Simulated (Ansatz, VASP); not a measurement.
## AlRu: VASP beside Ansatz

```
Al Ru
1.0
     3.09149    0.58488    0.58488
     0.58488    3.09149    0.58488
     0.58488    0.58488    3.09149
Al Ru
1 1
Direct
  0.00000 0.00000 0.00000
  0.50000 0.50000 0.50000
```

Alike in both runs: task single point; functional PBE; k mesh 18 × 18 × 18; occupations gaussian, width 0.15 eV; no spin polarisation.

```csv
,VASP,Ansatz
version,VASP 6.6.1,Ansatz 0.2.0
potentials or method,"VASP PAW PBE potentials, release 64 (Al, Ru_pv), cutoff 520 eV","scalar-relativistic, plane waves, PAW"
valence electrons in the cell,17,19
```

```tsv
	VASP	Ansatz	Ansatz less VASP
gap on the k mesh at the Fermi level (eV)	none	none	-
pressure (GPa)	25.6	25.5	-0.13
traceless stress, the component that is largest in VASP (GPa)	-9.36	-9.32	+0.036
```

A gap of «none» marks a metal or a gap that the smearing closes. The functional is the same, so the differences come from potentials, cutoffs and numerics. VASP's potentials hold 17 valence electrons a cell and Ansatz's 19, so a difference there can come from the potentials and not from the codes.
